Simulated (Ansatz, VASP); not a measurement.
**One calculation of Cd3Se, two programs**

POSCAR

```
Cd3Se
1.0
   -2.0409530000      2.0409530000      6.0870800000
    2.0409530000     -2.0409530000      6.0870800000
    2.0409530000      2.0409530000     -6.0870800000
Cd Se
3 1
Direct
    0.5000000000      0.5000000000      0.0000000000
    0.2500000000      0.7500000000      0.5000000000
    0.7500000000      0.2500000000      0.5000000000
    0.0000000000      0.0000000000      0.0000000000
```

File INCAR.step1:

```
  ALGO = Normal
  EDIFF = 1E-4
  ENCUT = 520
  GGA = PE
  ISMEAR = -1
  LASPH = T
  LCHARG = F
  LREAL = F
  LWAVE = T
  NBANDS = 29
  NELM = 80
  PREC = Accurate
  SIGMA = 0.05
```

INCAR.step2

```
  ALGO = Normal
  EDIFF = 1E-6
  ENCUT = 520
  ISIF = 2
  ISMEAR = -1
  ISTART = 1
  LASPH = T
  LCHARG = F
  LMIXTAU = T
  LREAL = F
  LWAVE = F
  METAGGA = R2SCAN
  NBANDS = 29
  NELM = 80
  PREC = Accurate
  SIGMA = 0.05
```

Contents of KPOINTS:

```
k-points
0
Gamma
  9 9 9
```

input.yaml

```yaml
crystal:
  lattice:
    - [-2.040953, 2.040953, 6.08708]
    - [2.040953, -2.040953, 6.08708]
    - [2.040953, 2.040953, -6.08708]
  atoms:
    - { symbol: Cd, position: [0.5, 0.5, 0.0] }
    - { symbol: Cd, position: [0.25, 0.75, 0.5] }
    - { symbol: Cd, position: [0.75, 0.25, 0.5] }
    - { symbol: Se, position: [0.0, 0.0, 0.0] }
hamiltonian:
  xc: r2scan
  pseudopotentials: { kind: paw }
kpoints:
  mp_grid: { grid: [9, 9, 9] }
  band_path:
    path:
      - [[0.0, 0.0, 0.0], [-0.5, 0.5, 0.0], [-0.5, 0.5, -0.0562105704], [-0.2781052852, 0.2781052852, -0.2781052852], [0.0, 0.0, 0.0], [0.5, 0.5, -0.5], [0.2781052852, 0.7218947148, -0.7218947148], [0.0, 0.5, -0.5], [-0.25, 0.75, -0.25], [0.0562105704, 0.9437894296, -0.5], [0.5, 0.5, -0.5]]
      - [[-0.5, 0.5, 0.0], [-0.25, 0.75, -0.25]]
    npoints: 14
scf:
  occupations: { method: fermi_dirac, width: 0.05 }
  n_extra_bands: 10
output:
  forces: true
  stress: true
  eigenvalues: true
  fatbands: false
  write_density: true
  write_potential: true
  elf: true
  volumetric_format: npy
```

Alike in both runs: functional r2SCAN; k mesh 9 × 9 × 9; occupations fermi-dirac, width 0.05 eV; no spin polarisation.

```csv
,VASP,Ansatz
version,VASP 6.6.1,Ansatz 0.2.0
potentials or method,"VASP PAW PBE potentials, release 64 (Cd, Se)",Ansatz PAW
plane-wave cutoff (eV),520,500
valence electrons in the cell,42,76
task,single point,band structure
```

VASP gave:

- gap on the k mesh at the Fermi level (eV): none
- pressure (GPa): -2.0
- traceless stress, the component that is largest in VASP (GPa): 1.89

Task: Estimate Ansatz's values.

Result: gap on the k mesh at the Fermi level (eV): none; pressure (GPa): -2.2; traceless stress, the component that is largest in VASP (GPa): 2.03.

VASP's potentials were made for PBE, not for r2SCAN. A gap of «none» marks a metal or a gap that the smearing closes. VASP's potentials hold 42 valence electrons a cell and Ansatz's 76, so a difference there can come from the potentials and not from the codes.
